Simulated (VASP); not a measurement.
# AlN (P6_3/mmc) in VASP: a series of runs

Runs on AlN. Level: PBEsol+D3(BJ). Tasks: single point.

Everything below comes from runs of VASP 6.6.1. Logs are shortened: lines on timing, memory, paths and dates and some standing lists are left out, and cuts for length are marked.

## Step 1: The cell of the first run

It takes space group P6_3/mmc (No. 194, hexagonal). Conventional cell: a = 3.339 Å, b = 3.339 Å, c = 4.222 Å, α = 90.00°, β = 90.00°, γ = 120.00°. Within 2.6 Å of Al (site symmetry -6m2) lie 5 N at 1.93 to 2.11 Å. Within 2.6 Å of N (site symmetry -6m2) lie 5 Al at 1.93 to 2.11 Å.

## Step 2: Single point, PBEsol+D3(BJ)

INCAR

```
PREC = Accurate
ENCUT = 520
EDIFF = 1E-6
ISMEAR = 0
SIGMA = 0.1
LREAL = F
LASPH = T
NELM = 100
ALGO = Normal
ISIF = 2
LWAVE = F
LCHARG = F
GGA = PS
IVDW = 12
NBANDS = 16
```

KPOINTS

```
regular mesh
0
Gamma
  12 12 6
```

POSCAR

```
AlN
1.0
    3.3394901009      0.0000000000      0.0000000000
   -1.6697450504      2.8920826618      0.0000000000
    0.0000000000      0.0000000000      4.2221725282
Al N
2 2
Direct
    0.3333333333      0.6666666667      0.7500000000
    0.6666666667      0.3333333333      0.2500000000
    0.3333333333      0.6666666667      0.2500000000
    0.6666666667      0.3333333333      0.7500000000
```

Potentials or basis: VASP PAW PBE potentials, release 64 (Al, N).

On the command line:

```
> cat potpaw_PBE.64/Al/POTCAR potpaw_PBE.64/N/POTCAR > POTCAR
> mpirun -np 1 vasp_std > vasp.out
```

OUTCAR:

```text
PREC = Accurate
   ENCUT = 520
   EDIFF = 1E-6
   ISMEAR = 0
   LREAL = F
   LASPH = T
   NELM = 100
   ISIF = 2
   GGA = PS
   IVDW = 12
 IVDW          = 12

 ion  position               nearest neighbor table
   1  0.333  0.667  0.750-   4 1.93   4 1.93   4 1.93   3 2.11   3 2.11   2 2.86   2 2.86   2 2.86
                             2 2.86   2 2.86   2 2.86
   2  0.667  0.333  0.250-   3 1.93   3 1.93   3 1.93   4 2.11   4 2.11   1 2.86   1 2.86   1 2.86
                             1 2.86   1 2.86   1 2.86
   3  0.333  0.667  0.250-   2 1.93   2 1.93   2 1.93   1 2.11   1 2.11
   4  0.667  0.333  0.750-   1 1.93   1 1.93   1 1.93   2 2.11   2 2.11

  LATTYP: Found a hexagonal cell.
 ALAT       =     3.3394901009
 C/A-ratio  =     1.2643165276

  Lattice vectors:

 A1 = (   3.3394901009,   0.0000000000,   0.0000000000)
 A2 = (  -1.6697450504,   2.8920826618,   0.0000000000)
 A3 = (   0.0000000000,   0.0000000000,   4.2221725282)

Analysis of symmetry for initial positions (statically):
=====================================================================
 Subroutine PRICEL returns:
 Original cell was already a primitive cell.

 Routine SETGRP: Setting up the symmetry group for a
 hexagonal supercell.

 Subroutine GETGRP returns: Found 24 space group operations
 (whereof 12 operations were pure point group operations)
 out of a pool of 24 trial point group operations.

The static configuration has the point symmetry D_3d.
 The point group associated with its full space group is D_6h.

Analysis of symmetry for dynamics (positions and initial velocities):
=====================================================================
 Subroutine PRICEL returns:
 Original cell was already a primitive cell.

 Routine SETGRP: Setting up the symmetry group for a
 hexagonal supercell.

 Subroutine GETGRP returns: Found 24 space group operations
 (whereof 12 operations were pure point group operations)
 out of a pool of 24 trial point group operations.

The dynamic configuration has the point symmetry D_3d.
 The point group associated with its full space group is D_6h.

 Subroutine INISYM returns: Found 24 space group operations
 (whereof 12 operations are pure point group operations),
 and found     1 'primitive' translations

----------------------------------------------------------------------------------------

[... 97 lines left out ...]
   LREAL  =      F    real-space projection
   EDIFFG = 0.1E-04   stopping-criterion for IOM
   NSW    =      0    number of steps for IOM
   IBRION =     -1    ionic relax: 0-MD 1-quasi-New 2-CG
   NFREE  =      0    steps in history (QN), initial steepest desc. (CG)
   ISIF   =      2    stress and relaxation
   ISYM   =      2    0-nonsym 1-usesym 2-fastsym
   POTIM  = 0.5000    time-step for ionic-motion
   TEBEG  =    0.0;   TEEND  =   0.0 temperature during run
   PSTRESS=    0.0 pullay stress
   NELECT =      16.0000    total number of electrons
   NUPDOWN=      -1.0000    fix difference up-down
   EMIN   =  10.00;   EMAX   =-10.00  energy-range for DOS
   EFERMI =   0.00;   METHOD = LEGACY
   ISMEAR =     0;   SIGMA  =   0.10  broadening in eV -4-tet -1-fermi 0-gaus
   EFERMI_NEDOS =   21; number of points for ismear=-14 and -15
   IALGO  =     38    algorithm
   IMIX   =      4    mixing-type and parameters
     AMIX     =   0.40;   BMIX     =  1.00
     AMIX_MAG =   1.60;   BMIX_MAG =  1.00
  volume/ion in A,a.u.               =      10.19        68.80
  Fermi-wavevector in a.u.,A,eV,Ry     =   1.198503  2.264843 19.543545  1.436410
  Thomas-Fermi vector in A             =   2.334390
   LORBIT       =      0    0 simple, 1 ext, 2 COOP (PROOUT), +10 PAW based schemes
   GGA     = PS    functional components
   LHFCALC =     F    Hartree Fock is set to
   AEXX    =    0.0000 exact exchange contribution
   IVDW    =    12    specifies the selected vdW correction
   LEPSILON=     F    determine dielectric tensor
   LRPA    =     F    only Hartree local field effects (RPA)
 non-spin polarized calculation
 Gauss-broadening in eV      SIGMA  =   0.10
  energy-cutoff  :      520.00
  volume of cell :       40.78
 maximum number of plane-waves:      1112
 NGX is ok and might be reduce to    28
   NGX = 13   NGY = 13   NGZ = 15

 number of electron      15.9999998 magnetization

 Free energy of the ion-electron system (eV)
  ---------------------------------------------------
  ext. energy  EPLUGINS =         0.00000000
  ---------------------------------------------------
  free energy    TOTEN  =       -30.90135025 eV

  energy without entropy =      -30.90135025  energy(sigma->0) =      -30.90135025

 E-fermi :   7.9772     XC(G=0): -11.2438

 val. band max:        7.5837345750   @ k =   0.0000   0.0000   0.0000
 cond. band min:      10.5885435762   @ k =   0.0000   0.0000   0.0000
 fundamental gap:      3.0048090012
 Fermi energy:         7.9771804525

 k-point     1 :       0.0000    0.0000    0.0000
  band No.  band energies     occupation
      1      -8.9895      2.00000
      2      -5.4378      2.00000
      3       0.8137      2.00000
      4       4.3715      2.00000
      5       4.3715      2.00000
      6       6.0146      2.00000
[... 433 lines left out ...]
      3       1.0913      2.00000
      4       2.7565      2.00000
      5       3.5441      2.00000
      6       3.5698      2.00000
[... 8 lines left out ...]
     15      18.9739      0.00000
     16      19.8845      0.00000

 [... further k-points ...]

------------------------ aborting loop because EDIFF is reached ----------------------------------------

 Edisp (eV)   -0.92702

 E8    (eV) :    -0.5715

  FORCE on cell =-STRESS in cart. coord.  units (eV):
  Direction    XX          YY          ZZ          XY          YZ          ZX
  --------------------------------------------------------------------------------------
  -------------------------------------------------------------------------------------
  Total      -3.04841    -3.04841    -3.02396    -0.00000     0.00000     0.00000
  in kB    -119.77240  -119.77235  -118.81190    -0.00000     0.00000     0.00000
  external pressure =     -119.45 kB  Pullay stress =        0.00 kB

 VOLUME and BASIS-vectors are now :
 -----------------------------------------------------------------------------
  energy-cutoff  :      520.00
  volume of cell :       40.78
      direct lattice vectors                 reciprocal lattice vectors
     3.339490101  0.000000000  0.000000000     0.299446912  0.172885791  0.000000000
    -1.669745050  2.892082662  0.000000000     0.000000000  0.345771583  0.000000000
     0.000000000  0.000000000  4.222172528     0.000000000  0.000000000  0.236844893

 POSITION                                       TOTAL-FORCE (eV/Angst)
 -----------------------------------------------------------------------------------
     -0.00000      1.92806      3.16663        -0.000000      0.000000      0.000000
      1.66975      0.96403      1.05554         0.000000     -0.000000      0.000000
     -0.00000      1.92806      1.05554         0.000000      0.000000      0.000000
      1.66975      0.96403      3.16663         0.000000     -0.000000      0.000000
 -----------------------------------------------------------------------------------
    total drift:                                0.000000     -0.000000      0.000000

  FREE ENERGIE OF THE ION-ELECTRON SYSTEM (eV)
  ---------------------------------------------------
  free  energy   TOTEN  =       -31.8283692305 eV

  energy  without entropy=      -31.8283692305  energy(sigma->0) =      -31.82836923
```

It took 41 s on 1 thread of Intel Xeon Platinum 8375C at 2.90GHz (Ice Lake), shared host; peak memory 0.19 GiB.

Results:

- Free energy: -31.8284 eV
- Pressure: -11.9 GPa
- Band gap on the k mesh: 3.00 eV, direct
- Dispersion energy per atom: -0.232 eV

Stress tensor (GPa, compression positive):
```
-11.98   0.00   0.00
  0.00 -11.98   0.00
  0.00   0.00 -11.88
```

Caveat: the PAW data sets were made with another functional, which shifts forces and pressure a little. A k mesh can miss the band edges.

## Step 3: Single point, PBEsol+D3(BJ)

This run uses another cell than the first one, of 10.44 Å³/atom, 1.024 times its volume.

INCAR

```
ALGO = Normal
EDIFF = 1E-6
ENCUT = 520
GGA = PS
ISIF = 2
ISMEAR = 0
IVDW = 12
LASPH = True
LCHARG = False
LREAL = False
LWAVE = False
NBANDS = 16
NELM = 80
PREC = Accurate
SIGMA = 0.1
```

KPOINTS

```
k-points
0
Gamma
  12 12 6
```

POSCAR

```
AlN
1.0
    3.3664226357      0.0000000000      0.0000000000
   -1.6832113179      2.9154069164      0.0000000000
    0.0000000000      0.0000000000      4.2562237771
Al N
2 2
Direct
    0.3333333333      0.6666666667      0.7500000000
    0.6666666667      0.3333333333      0.2500000000
    0.3333333333      0.6666666667      0.2500000000
    0.6666666667      0.3333333333      0.7500000000
```

Potentials or basis: VASP PAW PBE potentials, release 64 (Al, N).

On the command line:

```
> cat potpaw_PBE.64/Al/POTCAR potpaw_PBE.64/N/POTCAR > POTCAR
> mpirun -np 1 vasp_std > vasp.out
```

Wall time 42 s (1 thread of Intel Xeon Platinum 8375C at 2.90GHz (Ice Lake), shared host); peak memory 0.19 GiB.

Results (log left out):

- Free energy: -31.7420 eV
- Pressure: -16.0 GPa
- Band gap on the k mesh: 2.83 eV, direct
- Dispersion energy per atom: -0.226 eV

Stress tensor (GPa, compression positive):
```
-16.30   0.00   0.00
  0.00 -16.30   0.00
  0.00   0.00 -15.29
```

Levels at points of the mesh, in eV from the valence-band top:
```csv
k point,band 4,band 5,band 6,band 7,band 8,band 9,band 10,band 11,band 12,band 13
"(0.00, 0.00, 0.00)",-3.14,-3.14,-1.53,-1.53,0.00,2.83,3.95,7.88,7.88,10.75
"(0.50, 0.00, 0.00)",-4.55,-4.32,-4.24,-2.76,-1.41,3.62,6.58,6.98,8.80,9.00
"(0.00, 0.00, 0.50)",-3.66,-2.37,-2.37,-2.37,-2.37,5.27,5.27,8.09,8.09,8.09
"(0.50, 0.00, 0.50)",-7.04,-3.13,-3.13,-1.66,-1.66,4.79,4.79,8.79,8.79,10.74
```

Caveat: the PAW data sets were made with another functional, which shifts forces and pressure a little. A k mesh can miss the band edges.
